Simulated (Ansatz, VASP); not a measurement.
**Two plane-wave programs on Si3N4**

Contents of INCAR:

```
PREC = Accurate ; ENCUT = 520
EDIFF = 1E-7 ; ISMEAR = 0
SIGMA = 0.02 ; LREAL = False
LASPH = True ; NELM = 120
ALGO = Normal ; ISIF = 2
LWAVE = False ; LCHARG = False
GGA = PE ; IBRION = 2
NSW = 50 ; EDIFFG = -0.01
GGA_COMPAT = False ; NELMIN = 4
```

File KPOINTS:

```
Automatic mesh
0
Gamma
  6 6 6
```

File POSCAR:

```
Si3N4
1.0
    0.0000000000      3.7740883875      3.7740883875
    3.7740883875      0.0000000000      3.7740883875
    3.7740883875      3.7740883875      0.0000000000
Si N
6 8
Direct
    0.1250000000      0.1250000000      0.6250000000
    0.1250000000      0.6250000000      0.1250000000
    0.6250000000      0.1250000000      0.1250000000
    0.1250000000      0.1250000000      0.1250000000
    0.7500000000      0.7500000000      0.7500000000
    0.5000000000      0.5000000000      0.5000000000
    0.3678690353      0.3678690353      0.3678690353
    0.3536071059      0.8821309647      0.8821309647
    0.8821309647      0.8821309647      0.3536071059
    0.8821309647      0.3536071059      0.8821309647
    0.3678690353      0.3678690353      0.8963928941
    0.3678690353      0.8963928941      0.3678690353
    0.8821309647      0.8821309647      0.8821309647
    0.8963928941      0.3678690353      0.3678690353
```

Input for Ansatz:

```yaml
crystal:
  lattice:
    - [0.0, 3.7740883875, 3.7740883875]
    - [3.7740883875, 0.0, 3.7740883875]
    - [3.7740883875, 3.7740883875, 0.0]
  atoms:
    - { symbol: Si, position: [0.125, 0.125, 0.625] }
    - { symbol: Si, position: [0.125, 0.625, 0.125] }
    - { symbol: Si, position: [0.625, 0.125, 0.125] }
    - { symbol: Si, position: [0.125, 0.125, 0.125] }
    - { symbol: Si, position: [0.75, 0.75, 0.75] }
    - { symbol: Si, position: [0.5, 0.5, 0.5] }
    - { symbol: "N", position: [0.3678690353, 0.3678690353, 0.3678690353] }
    - { symbol: "N", position: [0.3536071059, 0.8821309647, 0.8821309647] }
    - { symbol: "N", position: [0.8821309647, 0.8821309647, 0.3536071059] }
    - { symbol: "N", position: [0.8821309647, 0.3536071059, 0.8821309647] }
    - { symbol: "N", position: [0.3678690353, 0.3678690353, 0.8963928941] }
    - { symbol: "N", position: [0.3678690353, 0.8963928941, 0.3678690353] }
    - { symbol: "N", position: [0.8821309647, 0.8821309647, 0.8821309647] }
    - { symbol: "N", position: [0.8963928941, 0.3678690353, 0.3678690353] }
basis:
  ecutwfc: 420
kpoints:
  mp_grid: { grid: [6, 6, 6] }
hamiltonian:
  xc: pbe
  pseudopotentials: { kind: paw }
scf:
  occupations: { method: gaussian, width: 0.02 }
output:
  forces: true
  stress: true
  eigenvalues: true
relax:
  adjacent_minimum: "off"
  f_tol: 0.01
  max_steps: 30
```

Alike in both runs: task relaxation of the atoms; functional PBE; k mesh 6 × 6 × 6; occupations gaussian, width 0.02 eV; no spin polarisation.

|  | VASP | Ansatz |
| --- | --- | --- |
| version | VASP 6.6.1 | Ansatz 0.2.0 |
| potentials or method | VASP PAW PBE potentials, release 64 (Si, N), cutoff 520 eV | scalar-relativistic, plane waves, PAW |
| valence electrons in the cell | 64 | 64 |

|  | VASP | Ansatz | Ansatz less VASP |
| --- | --- | --- | --- |
| gap on the k mesh at the Fermi level, each at its own relaxed structure (eV) | 3.71 | 3.72 | +0.013 |

Ansatz's warnings: stress scf threshold loose.
